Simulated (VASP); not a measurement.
Wanted: the native input for a VASP 6.6.1 run.

```
Task                   : single point
Functional             : PBE
Potentials or basis    : VASP PAW PBE potentials, release 64 (Al)
Cutoff                 : 520 eV
k mesh                 : 19 × 19 × 4
Occupations            : gaussian, width 0.15 eV
Spin                   : no spin polarisation
Dipole correction      : no
Further INCAR settings : ALGO = Fast; EDIFF = 1e-06; NBANDS = 18
```

The structure of Al lies in POSCAR:

```
Al
1.0
    2.0239800000     -2.0239800000      0.0000000000
    2.0239800000      0.0000000000     -2.0239800000
   10.6939962114     10.6939962114     10.6939962114
Al
6
Direct
    0.6666666667      0.6666666667      0.0630751175
    0.0000000000      0.0000000000      0.6939524684
    0.3333333333      0.3333333333      0.1892505877
    0.6666666667      0.6666666667      0.4416015281
    0.0000000000      0.0000000000      0.3154260579
    0.3333333333      0.3333333333      0.5677769982
```

This cell differs from its parent crystal: the distance across one plane changed.

One way to write it, as run:

INCAR

```
  ALGO = Fast
  EDIFF = 1E-6
  ENCUT = 520
  GGA = PE
  ISIF = 2
  ISMEAR = 0
  LASPH = True
  LCHARG = True
  LELF = True
  LREAL = False
  LVHAR = True
  LWAVE = False
  NBANDS = 18
  NELM = 100
  PREC = Accurate
  SIGMA = 0.15
```

KPOINTS

```
k-points
0
Gamma
  19 19 4
```

Potentials or basis: VASP PAW PBE potentials, release 64 (Al).

The run is started by

```console
$ cat potpaw_PBE.64/Al/POTCAR > POTCAR
$ mpirun -np 1 vasp_std > vasp.out
```

Results of the run:

| Property | Result |
| --- | --- |
| Pressure | -1.2 GPa |
| Largest force | 0.050 eV/Å |
| Band gap on the k mesh | zero (bands 9 and 10 overlap by 3.39 eV) |

Caveat: the cell differs from its parent crystal (the distance across one plane changed).

Wall time 6.5 min on 1 thread of Intel(R) Xeon(R) Platinum 8488C (Sapphire Rapids), on a shared host, peak memory 0.43 GiB.
